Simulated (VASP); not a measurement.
# TiO (P-6m2) in VASP: a series of runs, part 2 of 2

VASP 6.6.1. The steps go on from the part before.

### 4 Relaxation of shape and atoms at fixed volume, PBEsol (volume scaled by 0.88)

INCAR

```
ALGO = Normal ; EDIFF = 1E-6
EDIFFG = -0.01 ; ENCUT = 600
GGA = PS ; IBRION = 2
ISIF = 4 ; ISMEAR = 0
LASPH = True ; LCHARG = False
LREAL = False ; LWAVE = False
NELM = 80 ; NSW = 50
PREC = Accurate ; SIGMA = 0.1
```

KPOINTS

```
k-points
0
Gamma
  18 18 16
```

POSCAR

```
TiO
1.0
    2.6656563413      0.0000000000      0.0000000000
   -1.3328281706      2.3085261093      0.0000000000
    0.0000000000      0.0000000000      2.6913740335
Ti O
1 1
Direct
    0.6666666667      0.3333333333      0.0000000000
    0.0000000000      0.0000000000      0.5000000000
```

Command:

```
> cat potpaw_PBE.64/Ti_sv/POTCAR potpaw_PBE.64/O/POTCAR > POTCAR
> mpirun -np 1 vasp_std > vasp.out
```

It took 65 s on 1 thread of Intel Xeon 6975P-C (Granite Rapids), shared host; peak memory 0.22 GiB.

Results (log left out):

```yaml
Free_energy: -18.4867 eV
Energy_gained_by_relaxing: 0.2 meV/atom
Ionic_steps: 3
Pressure_after_relaxing: 44.1 GPa
Band_gap_on_the_k_mesh: zero (band 9 reaches 13.56 eV, above the bottom of band 10 at 13.46 eV)
```

The path:
```csv
step,energy change (eV),largest force (eV/Å),pressure (GPa),volume (Å³)
1,0.0000,0.0000,44.18,16.56
2,-0.0003,0.0000,44.06,16.56
3,-0.0003,0.0000,44.08,16.56
```

Final structure:
```cif
data_structure
_symmetry_space_group_name_H-M 'P 1'
_symmetry_Int_Tables_number 1
_cell_length_a 2.6619
_cell_length_b 2.6619
_cell_length_c 2.6989
_cell_angle_alpha 90.000
_cell_angle_beta 90.000
_cell_angle_gamma 120.000
_cell_volume 16.56
loop_
_atom_site_label
_atom_site_type_symbol
_atom_site_fract_x
_atom_site_fract_y
_atom_site_fract_z
_atom_site_occupancy
Ti1 Ti 0.66667 0.33333 0.00000 1
O1 O 0.00000 0.00000 0.50000 1
```

Levels at points of the mesh, in eV from the Fermi level:
```csv
k point,band 5,band 6,band 7,band 8,band 9,band 10,band 11,band 12,band 13
"(0.00, 0.00, 0.00)",-22.91,-6.26,-6.26,-5.90,-3.52,2.08,2.08,2.61,2.87
"(0.50, 0.00, 0.00)",-21.07,-10.04,-7.43,-5.84,-3.02,1.96,2.66,3.39,3.72
"(0.00, 0.00, 0.50)",-21.00,-10.24,-5.85,-5.85,-0.01,-0.01,0.99,2.34,2.34
"(0.50, 0.00, 0.50)",-21.52,-8.85,-8.79,-7.48,-0.71,2.46,3.70,3.78,4.47
```

Caveat: the cell differs from its parent crystal (volume scaled by 0.88); the PAW data sets were made with another functional, which shifts forces and pressure a little; semilocal functionals often make such compounds metallic where correlation or magnetic order opens a gap, which also shifts bond lengths.

### 5 Single point, PBEsol

This run uses another cell than the first one, of 9.41 Å³/atom, 0.943 times its volume.

INCAR

```
SYSTEM = TiO
ALGO     = Normal         ! electronic algorithm
EDIFF    = 1E-6           ! SCF threshold, eV
ENCUT    = 520            ! plane-wave cutoff, eV
GGA      = PS             ! functional
ISIF     = 2              ! what is computed and relaxed
ISMEAR   = 0              ! smearing method
LASPH    = .TRUE.         ! aspherical terms in the spheres
LCHARG   = .TRUE.         ! write CHGCAR
LELF     = .TRUE.         ! ELF
LREAL    = .FALSE.        ! projectors in reciprocal space
LVHAR    = .TRUE.       
LWAVE    = .FALSE.        ! write WAVECAR
NBANDS   = 16             ! bands
NELM     = 100            ! most SCF steps
PREC     = Accurate       ! precision mode
SIGMA    = 0.1            ! smearing width, eV
```

KPOINTS

```
k-points
0
G
  18 18 16
  0 0 0
```

POSCAR

```
TiO
1.0
    2.7888858286      0.0000000000      0.0000000000
   -1.3944429143      2.4152459758      0.0000000000
    0.0000000000      0.0000000000      2.7940761164
Ti O
1 1
Direct
    0.6666666667      0.3333333333      0.0000000000
    0.0000000000      0.0000000000      0.5000000000
```

Command:

```
> cat potpaw_PBE.64/Ti_sv/POTCAR potpaw_PBE.64/O/POTCAR > POTCAR
> mpirun -np 1 vasp_std > vasp.out
```

Wall time 63 s (1 thread of Intel Xeon 6975P-C, shared host); peak memory 0.22 GiB.

Results (log left out):

| Item | Value |
| --- | --- |
| Free energy | -18.7728 eV |
| Pressure | 0.7 GPa |
| Band gap on the k mesh | zero (band 9 reaches 11.70 eV, above the bottom of band 10 at 11.63 eV) |

Stress tensor (GPa, compression positive):
```
0.61 0.00 0.00
0.00 0.61 0.00
0.00 0.00 0.86
```

Levels at points of the mesh, in eV from the Fermi level:
| k point | band 5 | band 6 | band 7 | band 8 | band 9 | band 10 | band 11 | band 12 | band 13 | band 14 |
| --- | --- | --- | --- | --- | --- | --- | --- | --- | --- | --- |
| (0.00, 0.00, 0.00) | -22.03 | -5.78 | -5.78 | -5.51 | -3.06 | 1.74 | 1.74 | 1.74 | 2.18 | 2.18 |
| (0.50, 0.00, 0.00) | -20.64 | -9.20 | -6.64 | -5.50 | -2.57 | 1.67 | 2.07 | 2.87 | 3.07 | 6.51 |
| (0.00, 0.00, 0.50) | -20.65 | -9.51 | -5.41 | -5.41 | 0.01 | 0.01 | 0.87 | 1.95 | 1.95 | 6.99 |
| (0.50, 0.00, 0.50) | -20.80 | -8.19 | -8.07 | -6.79 | -0.75 | 1.86 | 3.05 | 3.16 | 3.69 | 8.62 |

Caveat: the PAW data sets were made with another functional, which shifts forces and pressure a little; semilocal functionals often make such compounds metallic where correlation or magnetic order opens a gap, which also shifts bond lengths.

### 6 Single point, PBEsol

This run uses another cell than the first one, of 9.41 Å³/atom, 0.943 times its volume.

INCAR

```
PREC = Accurate
ENCUT = 520
EDIFF = 1E-7
ISMEAR = 0
SIGMA = 0.15
LREAL = False
LASPH = True
NELM = 100
ALGO = Normal
ISIF = 2
LWAVE = False
LCHARG = True
GGA = PS
LELF = True
LVHAR = True
NBANDS = 16
```

KPOINTS

```
Automatic mesh
0
Gamma
  24 24 22
```

POSCAR is that of step 5.

Potentials or basis: VASP PAW PBE potentials, release 64 (Ti_sv, O).

Command:

```
> cat potpaw_PBE.64/Ti_sv/POTCAR potpaw_PBE.64/O/POTCAR > POTCAR
> mpirun -np 1 vasp_std > vasp.out
```

Run time: 2.3 min. Hardware: 1 thread of Intel Xeon 6975P-C, shared host; peak memory 0.33 GiB.

It converged, with:

```
Free energy            : -18.7729 eV
Pressure               : 0.7 GPa
Band gap on the k mesh : zero (band 9 reaches 11.72 eV, above the bottom of band 10 at 11.63 eV)
```

Stress tensor (GPa, compression positive):
```
0.63 0.00 0.00
0.00 0.63 0.00
0.00 0.00 0.86
```

Levels at points of the mesh, in eV from the Fermi level:
| k point | band 5 | band 6 | band 7 | band 8 | band 9 | band 10 | band 11 | band 12 | band 13 | band 14 |
| --- | --- | --- | --- | --- | --- | --- | --- | --- | --- | --- |
| (0.00, 0.00, 0.00) | -22.01 | -5.76 | -5.76 | -5.49 | -3.04 | 1.76 | 1.76 | 1.76 | 2.19 | 2.19 |
| (0.50, 0.00, 0.00) | -20.62 | -9.18 | -6.63 | -5.48 | -2.55 | 1.68 | 2.08 | 2.88 | 3.09 | 6.53 |
| (0.00, 0.00, 0.50) | -20.63 | -9.50 | -5.39 | -5.39 | 0.02 | 0.02 | 0.88 | 1.96 | 1.96 | 7.01 |
| (0.50, 0.00, 0.50) | -20.78 | -8.18 | -8.06 | -6.77 | -0.73 | 1.87 | 3.06 | 3.18 | 3.70 | 8.64 |

Caveat: the PAW data sets were made with another functional, which shifts forces and pressure a little; semilocal functionals often make such compounds metallic where correlation or magnetic order opens a gap, which also shifts bond lengths.

### 7 Overview

```csv
task,cell,k mesh,cutoff (eV),smearing,gap on the mesh (eV),pressure (GPa)
single point,"a = 2.847, b = 2.847, c = 2.841 Å, angles 90.0, 90.0, 120.0°, 2 atoms",18 × 18 × 16,520,gaussian 0.1 eV,none,-12.6
single point,"a = 2.885, b = 2.885, c = 2.872 Å, angles 90.0, 90.0, 120.0°, 2 atoms",18 × 18 × 16,520,gaussian 0.1 eV,none,-19.3
relaxation of shape and atoms at fixed volume,"relaxed from a = 2.666, b = 2.666, c = 2.691 Å, angles 90.0, 90.0, 120.0°, 2 atoms",18 × 18 × 16,600,gaussian 0.1 eV,none,44.1
single point,"a = 2.789, b = 2.789, c = 2.794 Å, angles 90.0, 90.0, 120.0°, 2 atoms",18 × 18 × 16,520,gaussian 0.1 eV,none,0.7
single point,"a = 2.789, b = 2.789, c = 2.794 Å, angles 90.0, 90.0, 120.0°, 2 atoms",24 × 24 × 22,520,gaussian 0.15 eV,none,0.7
```

Alike in all rows: level PBEsol; potentials or basis VASP PAW PBE potentials, release 64 (Ti_sv, O); no spin polarisation.

Caveats: the PAW data sets were made with another functional, which shifts forces and pressure a little; semilocal functionals often make such compounds metallic where correlation or magnetic order opens a gap, which also shifts bond lengths.

Absolute energies hang on the potentials; compare differences alone.
